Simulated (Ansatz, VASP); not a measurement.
**Two plane-wave programs on MgO**

```xyz
2
Lattice="0.0000 2.0917 2.0917 2.0917 0.0000 2.0917 2.0917 2.0917 0.0000" Properties=species:S:1:pos:R:3 pbc="T T T"
Mg    0.0000    0.0000    0.0000
O     2.0917    2.0917    2.0917
```

Change from the starting cell: mode 6 frozen in at -0.000 Å, equal normal strain along x, y and z -0.0167.

Alike in both runs: task single point; functional PBE; k mesh 10 × 10 × 10; occupations gaussian, width 0.05 eV; no spin polarisation.

|  | VASP | Ansatz |
| --- | --- | --- |
| version | VASP 6.6.1 | Ansatz 0.2.0 |
| potentials or method | VASP PAW PBE potentials, release 64 (Mg_sv, O), cutoff 840 eV | scalar-relativistic, plane waves, PAW |
| valence electrons in the cell | 16 | 16 |

|  | VASP | Ansatz | Ansatz less VASP |
| --- | --- | --- | --- |
| gap on the k mesh at the Fermi level (eV) | 4.94 | 4.95 | +0.007 |
| least direct gap on the mesh (eV) | 4.94 | 4.95 | +0.007 |
| pressure (GPa) | 8.4 | 8.4 | -0.03 |

The functional is the same, so the differences come from potentials, cutoffs and numerics.
